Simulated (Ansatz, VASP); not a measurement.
## GaSb in VASP and in Ansatz

```xyz
2
Lattice="0.0000 3.1275 3.1275 3.1275 0.0000 3.1275 3.1275 3.1275 0.0000" Properties=species:S:1:pos:R:3 pbc="T T T"
Ga    0.0000    0.0000    0.0000
Sb    4.6913    4.6913    4.6913
```

Alike in both runs: task single point; functional PBE; k mesh 10 × 10 × 10; occupations gaussian, width 0.05 eV; no spin polarisation.

|  | VASP | Ansatz |
| --- | --- | --- |
| version | VASP 6.6.1 | Ansatz 0.2.0 |
| potentials or method | VASP PAW PBE potentials, release 64 (Ga_d, Sb), cutoff 520 eV | scalar-relativistic, plane waves, PAW |
| valence electrons in the cell | 18 | 28 |

|  | VASP | Ansatz | Ansatz less VASP |
| --- | --- | --- | --- |
| gap on the k mesh at the Fermi level (eV) | none | none | - |
| pressure (GPa) | -0.8 | -0.8 | -0.07 |

A gap of «none» marks a metal or a gap that the smearing closes. With one functional, cell and mesh, what is left measures potentials, basis and numerics. VASP's potentials hold 18 valence electrons a cell and Ansatz's 28, so a difference there can come from the potentials and not from the codes.

Spin-orbit coupling is off throughout.
